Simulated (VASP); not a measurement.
# Al (Fm-3m) in VASP: notebook

The runs below take Al through single point, relaxation of cell and atoms, with PBE.

Program: VASP 6.6.1. These are calculated values, not measurements. Logs are shortened: lines on timing, memory, paths and dates and some standing lists are left out, and cuts for length are marked.

**1. The cell of the first run**

It takes space group Fm-3m (No. 225, cubic). Conventional cell: a = 3.615 Å, b = 3.615 Å, c = 3.615 Å, α = 90.00°, β = 90.00°, γ = 90.00°. Within 3.4 Å of Al (site symmetry m-3m) lie 12 Al at 2.56 Å.

**2. Single point, PBE**

INCAR

```
SYSTEM = Al
ALGO     = Normal         ! electronic algorithm
EDIFF    = 1E-6           ! SCF threshold, eV
ENCUT    = 520            ! plane-wave cutoff, eV
GGA      = PE             ! functional
ISIF     = 2              ! what is computed and relaxed
ISMEAR   = -1             ! smearing method
LASPH    = .True.         ! aspherical terms in the spheres
LCHARG   = .False.        ! write CHGCAR
LREAL    = .False.        ! projectors in reciprocal space
LWAVE    = .False.        ! write WAVECAR
NBANDS   = 8              ! bands
NELM     = 100            ! most SCF steps
PREC     = Accurate       ! precision mode
SIGMA    = 0.1            ! smearing width, eV
```

KPOINTS

```
k-points
0
Gamma
  18 18 18
  0 0 0
```

POSCAR

```
Al
1.0
    0.0000000000      1.8075925164      1.8075925164
    1.8075925164      0.0000000000      1.8075925164
    1.8075925164      1.8075925164      0.0000000000
Al
1
Direct
    0.0000000000      0.0000000000      0.0000000000
```

Potentials or basis: VASP PAW PBE potentials, release 64 (Al).

The run is started by

```sh
$ cat potpaw_PBE.64/Al/POTCAR > POTCAR
$ mpirun -np 1 vasp_std > vasp.out
```

OUTCAR:

```text
SYSTEM = Al
   EDIFF = 1E-6
   ENCUT = 520
   GGA = PE
   ISIF = 2
   ISMEAR = -1
   LASPH = .True.
   LREAL = .False.
   NELM = 100
   PREC = Accurate

 ion  position               nearest neighbor table
   1  0.000  0.000  0.000-

  LATTYP: Found a face centered cubic cell.
 ALAT       =     3.6151850328

  Lattice vectors:

 A1 = (   0.0000000000,   1.8075925164,   1.8075925164)
 A2 = (   1.8075925164,   0.0000000000,   1.8075925164)
 A3 = (   1.8075925164,   1.8075925164,   0.0000000000)

Analysis of symmetry for initial positions (statically):
=====================================================================
 Subroutine PRICEL returns:
 Original cell was already a primitive cell.

 Routine SETGRP: Setting up the symmetry group for a
 face centered cubic supercell.

 Subroutine GETGRP returns: Found 48 space group operations
 (whereof 48 operations were pure point group operations)
 out of a pool of 48 trial point group operations.

The static configuration has the point symmetry O_h .

Analysis of symmetry for dynamics (positions and initial velocities):
=====================================================================
 Subroutine PRICEL returns:
 Original cell was already a primitive cell.

 Routine SETGRP: Setting up the symmetry group for a
 face centered cubic supercell.

 Subroutine GETGRP returns: Found 48 space group operations
 (whereof 48 operations were pure point group operations)
 out of a pool of 48 trial point group operations.

The dynamic configuration has the point symmetry O_h .

 Subroutine INISYM returns: Found 48 space group operations
 (whereof 48 operations are pure point group operations),
 and found     1 'primitive' translations

----------------------------------------------------------------------------------------

                                     Primitive cell

  volume of cell :      11.8122

  direct lattice vectors                    reciprocal lattice vectors
     0.000000000  1.807592516  1.807592516    -0.276611015  0.276611015  0.276611015
     1.807592516  0.000000000  1.807592516     0.276611015 -0.276611015  0.276611015
     1.807592516  1.807592516  0.000000000     0.276611015  0.276611015 -0.276611015

  length of vectors
     2.556321852  2.556321852  2.556321852     0.479104331  0.479104331  0.479104331

  position of ions in fractional coordinates (direct lattice)
     0.000000000  0.000000000  0.000000000

  ion indices of the primitive-cell ions
   primitive index   ion index
                 1           1

----------------------------------------------------------------------------------------

 KPOINTS: k-points

Automatic generation of k-mesh.
 Grid dimensions read from file:
 generate k-points for:   18   18   18

 Generating k-lattice:

  Cartesian coordinates                     Fractional coordinates (reciprocal lattice)
    -0.015367279  0.015367279  0.015367279     0.055555556  0.000000000  0.000000000
     0.015367279 -0.015367279  0.015367279     0.000000000  0.055555556  0.000000000
     0.015367279  0.015367279 -0.015367279     0.000000000  0.000000000  0.055555556

  Length of vectors
     0.026616907  0.026616907  0.026616907

  Shift w.r.t. Gamma in fractional coordinates (k-lattice)
     0.000000000  0.000000000  0.000000000

 Subroutine IBZKPT returns following result:
 ===========================================

 Found    195 irreducible k-points:

 Following reciprocal coordinates:
            Coordinates               Weight
  0.000000  0.000000  0.000000      1.000000
  0.055556  0.000000  0.000000      8.000000
  0.111111  0.000000  0.000000      8.000000
  0.166667  0.000000  0.000000      8.000000
  0.222222  0.000000  0.000000      8.000000
  0.277778  0.000000  0.000000      8.000000
[... 16 lines left out ...]
 -0.277778  0.055556  0.000000     24.000000
 -0.222222  0.055556  0.000000     24.000000
 [... further k-points ...]
   k-points           NKPTS =    195   k-points in BZ     NKDIM =    195   number of bands    NBANDS=      8
   number of dos      NEDOS =    301   number of ions     NIONS =      1
   total plane-waves  NPLWV =   8000
   dimension x,y,z NGX =    20 NGY =   20 NGZ =   20
   dimension x,y,z NGXF=    40 NGYF=   40 NGZF=   40
   ions per type =               1
   NGX,Y,Z   is equivalent  to a cutoff of  13.01, 13.01, 13.01 a.u.
   NGXF,Y,Z  is equivalent  to a cutoff of  26.01, 26.01, 26.01 a.u.
 SYSTEM =  Al
   PREC   = accura    normal or accurate (medium, high low for compatibility)
   ISTART =      0    job   : 0-new  1-cont  2-samecut
   ICHARG =      2    charge: 1-file 2-atom 10-const
   ISPIN  =      1    spin polarized calculation?
   LNONCOLLINEAR =      F non collinear calculations
   LSORBIT =      F    spin-orbit coupling
   LASPH  =      T    aspherical Exc in radial PAW
   ENCUT  =  520.0 eV  38.22 Ry    6.18 a.u.   4.75  4.75  4.75*2*pi/ulx,y,z
   NELM   =    100;   NELMIN=  2; NELMDL= -5     # of ELM steps
   EDIFF  = 0.1E-05   stopping-criterion for ELM
   LREAL  =      F    real-space projection
   EDIFFG = 0.1E-04   stopping-criterion for IOM
   NSW    =      0    number of steps for IOM
   IBRION =     -1    ionic relax: 0-MD 1-quasi-New 2-CG
   NFREE  =      0    steps in history (QN), initial steepest desc. (CG)
   ISIF   =      2    stress and relaxation
   ISYM   =      2    0-nonsym 1-usesym 2-fastsym
   POTIM  = 0.5000    time-step for ionic-motion
   TEBEG  =    0.0;   TEEND  =   0.0 temperature during run
   PSTRESS=    0.0 pullay stress
   NELECT =       3.0000    total number of electrons
   NUPDOWN=      -1.0000    fix difference up-down
   EMIN   =  10.00;   EMAX   =-10.00  energy-range for DOS
   EFERMI =   0.00;   METHOD = LEGACY
   ISMEAR =    -1;   SIGMA  =   0.10  broadening in eV -4-tet -1-fermi 0-gaus
   EFERMI_NEDOS =   21; number of points for ismear=-14 and -15
   IALGO  =     38    algorithm
   IMIX   =      4    mixing-type and parameters
     AMIX     =   0.40;   BMIX     =  1.00
     AMIX_MAG =   1.60;   BMIX_MAG =  1.00
  volume/ion in A,a.u.               =      11.81        79.71
  Fermi-wavevector in a.u.,A,eV,Ry     =   1.036744  1.959161 14.624050  1.074837
  Thomas-Fermi vector in A             =   2.171149
   LORBIT       =      0    0 simple, 1 ext, 2 COOP (PROOUT), +10 PAW based schemes
   GGA     = PE    functional components
   LHFCALC =     F    Hartree Fock is set to
   AEXX    =    0.0000 exact exchange contribution
   IVDW    =     0    specifies the selected vdW correction
   LEPSILON=     F    determine dielectric tensor
   LRPA    =     F    only Hartree local field effects (RPA)
 non-spin polarized calculation
  energy-cutoff  :      520.00
  volume of cell :       11.81
 maximum number of plane-waves:       332
   NGX =  9   NGY =  9   NGZ =  9

 number of electron       3.0000000 magnetization

 Free energy of the ion-electron system (eV)
  ---------------------------------------------------
  ext. energy  EPLUGINS =         0.00000000
  ---------------------------------------------------
  free energy    TOTEN  =        -3.16208321 eV

  energy without entropy =       -3.15191816  energy(sigma->0) =       -3.15700068

 E-fermi :  11.9143     XC(G=0): -11.4730

 val. band max:       11.8591423987   @ k =   0.5000   0.4444   0.0556
 cond. band min:      11.9198862931   @ k =  -0.3333   0.0556   0.0000
 fundamental gap:      0.0607438944
 Fermi energy:        11.9143274111

 k-point     1 :       0.0000    0.0000    0.0000
  band No.  band energies     occupation
      1      -1.6766      2.00000
      2      26.6091      0.00000
      3      26.6091      0.00000
      4      26.6091      0.00000
      5      31.0131      0.00000
      6      31.0131      0.00000
      7      31.0131      0.00000
      8      31.0807      0.00000

 k-point     2 :       0.0556    0.0000    0.0000
  band No.  band energies     occupation
      1      -1.5720      2.00000
      2      25.1337      0.00000
      3      26.4701      0.00000
      4      26.4701      0.00000
      5      30.9055      0.00000
      6      31.3101      0.00000
      7      31.3101      0.00000
      8      32.5549      0.00000

 k-point     3 :       0.1111    0.0000    0.0000
  band No.  band energies     occupation
      1      -1.2590      2.00000
      2      22.5839      0.00000
      3      26.1458      0.00000
      4      26.1458      0.00000
      5      30.5696      0.00000
      6      32.0909      0.00000
      7      32.0909      0.00000
      8      33.6481      0.00000

 k-point     4 :       0.1667    0.0000    0.0000
  band No.  band energies     occupation
      1      -0.7396      2.00000
      2      19.9357      0.00000
      3      25.7833      0.00000
      4      25.7833      0.00000
      5      30.1583      0.00000
      6      32.2035      0.00000
      7      32.2035      0.00000
      8      33.3737      0.00000

 k-point     5 :       0.2222    0.0000    0.0000
  band No.  band energies     occupation
      1      -0.0171      2.00000
      2      17.3569      0.00000
      3      25.4702      0.00000
      4      25.4702      0.00000
      5      29.7835      0.00000
      6      30.9804      0.00000
      7      30.9804      0.00000
      8      34.7467      0.00000
[... 177 lines left out ...]
 k-point    22 :      -0.3333    0.0556    0.0000
  band No.  band energies     occupation
      1       2.5186      2.00000
      2      11.9199      0.97221
      3      23.1703      0.00000
      4      25.8932      0.00000
      5      27.9377      0.00000
      6      28.9220      0.00000
      7      30.3932      0.00000
      8      34.4843      0.00000

 k-point    23 :      -0.2778    0.0556    0.0000
  band No.  band energies     occupation
      1       1.3442      2.00000
      2      14.1779      0.00000
      3      23.2369      0.00000
      4      26.3248      0.00000
      5      28.4547      0.00000
      6      29.7634      0.00000
      7      30.5703      0.00000
      8      35.3715      0.00000

 k-point    24 :      -0.2222    0.0556    0.0000
  band No.  band energies     occupation
      1       0.3593      2.00000
      2      16.5782      0.00000
      3      23.4527      0.00000
      4      26.6371      0.00000
      5      29.3478      0.00000
      6      30.3602      0.00000
      7      31.2637      0.00000
      8      34.1283      0.00000

 [... further k-points ...]
[... 5 lines left out ...]
  --------------------------------------------------------------------------------------
  -------------------------------------------------------------------------------------
  Total        4.0027913      4.0027913      4.0027913     -0.0000000     -0.0000000      0.0000000
  in kB      542.9276110    542.9276110    542.9276110     -0.0000000     -0.0000000      0.0000000
  external PRESSURE =     542.9276110 kB  Pullay stress =       0.0000000 kB

 VOLUME and BASIS-vectors are now :
 -----------------------------------------------------------------------------
  energy-cutoff  :      520.00
  volume of cell :       11.81
      direct lattice vectors                 reciprocal lattice vectors
     0.000000000  1.807592516  1.807592516    -0.276611015  0.276611015  0.276611015
     1.807592516  0.000000000  1.807592516     0.276611015 -0.276611015  0.276611015
     1.807592516  1.807592516  0.000000000     0.276611015  0.276611015 -0.276611015

 POSITION                                       TOTAL-FORCE (eV/Angst)
 -----------------------------------------------------------------------------------
      0.00000      0.00000      0.00000         0.000000      0.000000     -0.000000
 -----------------------------------------------------------------------------------
    total drift:                                0.000000      0.000000     -0.000000

  FREE ENERGIE OF THE ION-ELECTRON SYSTEM (eV)
  ---------------------------------------------------
  free  energy   TOTEN  =        -3.1620832074 eV

  energy  without entropy=       -3.1519181572  energy(sigma->0) =       -3.15700068
```

Wall time 6.8 s (1 thread of Intel Xeon 6975P-C, shared host); peak memory 0.13 GiB.

What came out:

```yaml
Free_energy: -3.1621 eV
Pressure: 54.3 GPa
```

Levels at points of the mesh, in eV from the Fermi level:
| k point | band 1 | band 2 | band 3 | band 4 |
| --- | --- | --- | --- | --- |
| (0.00, 0.00, 0.00) | -13.59 | 14.69 | 14.69 | 14.69 |
| (0.50, 0.00, 0.00) | -5.94 | -4.84 | 13.18 | 13.18 |
| (0.50, 0.50, 0.00) | -3.66 | -1.83 | 5.34 | 7.49 |

**3. Single point, PBE**

This run uses another cell than the first one, of 16.50 Å³/atom, 1.397 times its volume.

INCAR

```
SYSTEM = Al
ALGO = Normal
EDIFF = 1E-7
ENCUT = 520
GGA = PE
ISIF = 2
ISMEAR = -1
LASPH = .TRUE.
LCHARG = .FALSE.
LREAL = .FALSE.
LWAVE = .FALSE.
NBANDS = 8
NELM = 80
PREC = Accurate
SIGMA = 0.1
```

KPOINTS

```
k-points
0
G
  17 17 17
  0 0 0
```

POSCAR

```
Al
1.0
    0.0000000000      2.0205035182      2.0205035182
    2.0205035182      0.0000000000      2.0205035182
    2.0205035182      2.0205035182      0.0000000000
Al
1
Direct
    0.0000000000      0.0000000000      0.0000000000
```

Potentials or basis: VASP PAW PBE potentials, release 64 (Al).

The run is started by

```sh
$ cat potpaw_PBE.64/Al/POTCAR > POTCAR
$ mpirun -np 1 vasp_std > vasp.out
```

OUTCAR:

```text
SYSTEM = Al
   EDIFF = 1E-7
   ENCUT = 520
   GGA = PE
   ISIF = 2
   ISMEAR = -1
   LASPH = .TRUE.
   LREAL = .FALSE.
   NELM = 80
   PREC = Accurate

 ion  position               nearest neighbor table
   1  0.000  0.000  0.000-

  LATTYP: Found a face centered cubic cell.
 ALAT       =     4.0410070364

  Lattice vectors:

 A1 = (   0.0000000000,   2.0205035182,   2.0205035182)
 A2 = (   2.0205035182,   0.0000000000,   2.0205035182)
 A3 = (   2.0205035182,   2.0205035182,   0.0000000000)

Analysis of symmetry for initial positions (statically):
[... 435 lines left out ...]
      3      17.8736      0.00000
      4      20.7442      0.00000
      5      22.8454      0.00000
      6      23.2211      0.00000
      7      24.3942      0.00000
      8      24.5871      0.00000

 [... further k-points ...]
[... 5 lines left out ...]
  --------------------------------------------------------------------------------------
  -------------------------------------------------------------------------------------
  Total       -0.0048960     -0.0048960     -0.0048960      0.0000000      0.0000000     -0.0000000
  in kB       -0.4754896     -0.4754896     -0.4754896      0.0000000      0.0000000     -0.0000000
  external PRESSURE =      -0.4754896 kB  Pullay stress =       0.0000000 kB

 VOLUME and BASIS-vectors are now :
 -----------------------------------------------------------------------------
  energy-cutoff  :      520.00
  volume of cell :       16.50
      direct lattice vectors                 reciprocal lattice vectors
     0.000000000  2.020503518  2.020503518    -0.247463068  0.247463068  0.247463068
     2.020503518  0.000000000  2.020503518     0.247463068 -0.247463068  0.247463068
     2.020503518  2.020503518  0.000000000     0.247463068  0.247463068 -0.247463068

 POSITION                                       TOTAL-FORCE (eV/Angst)
 -----------------------------------------------------------------------------------
      0.00000      0.00000      0.00000         0.000000      0.000000      0.000000
 -----------------------------------------------------------------------------------
    total drift:                               -0.000000      0.000000      0.000000

  FREE ENERGIE OF THE ION-ELECTRON SYSTEM (eV)
  ---------------------------------------------------
  free  energy   TOTEN  =        -3.7548405653 eV

  energy  without entropy=       -3.7422851931  energy(sigma->0) =       -3.74856288
```

OSZICAR:

```text
N       E                     dE             d eps       ncg     rms          rms(c)
DAV:   1    -0.230268328765E+01   -0.23027E+01   -0.89113E+02  2648   0.206E+02
DAV:   2    -0.376990623607E+01   -0.14672E+01   -0.13854E+01  3688   0.192E+01
DAV:   3    -0.377726805705E+01   -0.73618E-02   -0.73506E-02  3488   0.151E+00
DAV:   4    -0.377728981320E+01   -0.21756E-04   -0.21755E-04  4032   0.695E-02
DAV:   5    -0.377728987264E+01   -0.59441E-07   -0.59866E-07  3584   0.222E-03    0.130E+00
DAV:   6    -0.376432790974E+01    0.12962E-01   -0.16430E-03  3680   0.193E-01    0.759E-01
DAV:   7    -0.375484713334E+01    0.94808E-02   -0.49440E-03  3352   0.314E-01    0.147E-01
DAV:   8    -0.375484250418E+01    0.46292E-05   -0.13584E-05  3808   0.264E-02    0.809E-03
DAV:   9    -0.375484096048E+01    0.15437E-05   -0.83357E-07  3712   0.401E-03    0.696E-04
DAV:  10    -0.375484060449E+01    0.35599E-06   -0.36556E-09  3496   0.421E-04    0.241E-04
DAV:  11    -0.375484056531E+01    0.39179E-07   -0.14717E-10  1936   0.712E-05
   1 F= -.37548406E+01 E0= -.37485629E+01  d E =-.125554E-01
```

Run time: 9.9 s. Hardware: 1 thread of Intel Xeon 6975P-C, shared host; peak memory 0.14 GiB.

Results:

| Item | Value |
| --- | --- |
| Free energy | -3.7548 eV |
| Pressure | 0.0 GPa |

Levels at points of the mesh, in eV from the Fermi level:
```tsv
k point	band 1	band 2	band 3	band 4	band 5
(0.00, 0.00, 0.00)	-11.13	12.63	12.63	12.63	14.12
```

(Continued in part 2 of 2.)
